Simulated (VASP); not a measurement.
## C18Se: single point with PBE

Slab: C18Se, a slab with vacuum.

```
CELL_PARAMETERS angstrom
7.39800 0.00000 0.00000
-3.69900 6.40686 0.00000
0.00000 0.00000 12.00000
ATOMIC_POSITIONS crystal
C 0.99843 0.99750 0.07917
C 0.22121 0.10863 0.07964
C 0.99542 0.33057 0.08472
C 0.21963 0.44002 0.10262
C 0.99978 0.66597 0.07656
C 0.21758 0.77680 0.08211
C 0.33105 0.99851 0.07808
C 0.55407 0.10878 0.07790
C 0.33448 0.33058 0.08496
C 0.55249 0.44041 0.07759
C 0.33404 0.66880 0.10170
C 0.55854 0.77679 0.08228
C 0.66680 0.99850 0.07807
C 0.88677 0.10862 0.07954
C 0.66442 0.32951 0.07509
C 0.88725 0.44041 0.07735
C 0.66552 0.66597 0.07677
C 0.88817 0.77698 0.07496
Se 0.28915 0.58115 0.27090
```

```
Program                : VASP 6.6.1
Task                   : single point
Functional             : PBE
Potentials or basis    : VASP PAW PBE potentials, release 64 (C, Se)
Cutoff                 : 520 eV
k mesh                 : 2 × 2 × 1
Occupations            : fermi-dirac, width 0.02 eV
Spin                   : no spin polarisation
Dipole correction      : no
Further INCAR settings : LREAL = Auto; ALGO = Normal; EDIFF = 1e-06; NBANDS = 54
```

```
Largest force          : 0.294 eV/Å
Band gap on the k mesh : 0.29 eV, direct
```

Forces on the atoms (eV/Å):
```
C   -0.003  0.024  0.001
C    0.001  0.014  0.005
C   -0.007  0.022  0.021
C    0.001  0.012  0.075
C    0.003  0.018 -0.016
C    0.000  0.009 -0.018
C    0.004  0.014 -0.005
C    0.001  0.007  0.006
C    0.006  0.024  0.018
C   -0.004  0.015 -0.007
C   -0.003  0.035 -0.004
C   -0.002  0.008 -0.017
C   -0.007  0.015 -0.002
C   -0.005  0.013  0.005
C   -0.002  0.011 -0.009
C    0.004  0.016 -0.004
C   -0.007  0.019 -0.018
C    0.002  0.016 -0.022
Se   0.016 -0.293 -0.006
```

Levels at points of the mesh, in eV from the valence-band top:
```
           k point  band 35  band 36  band 37  band 38  band 39  band 40  band 41  band 42  band 43  band 44
(0.00, 0.00, 0.00)    -2.99    -1.58    -0.95    -0.80     0.00     0.29     0.74     1.99     3.54     4.12
(0.50, 0.00, 0.00)    -2.63    -2.52    -2.29    -0.80    -0.77     0.92     1.93     2.53     2.59     2.64
(0.00, 0.50, 0.00)    -2.58    -2.55    -2.35    -0.78    -0.49     0.46     2.21     2.43     2.65     2.80
(0.50, 0.50, 0.00)    -2.63    -2.52    -2.29    -0.80    -0.77     0.92     1.93     2.53     2.59     2.64
```

Wall time 5.5 min on 1 thread of Intel(R) Xeon(R) Platinum 8259CL CPU @ 2.50GHz (Skylake/Cascade Lake) (shared host), peak memory 0.58 GiB.

Caveat: the k points lie up to 0.49 Å⁻¹ apart.
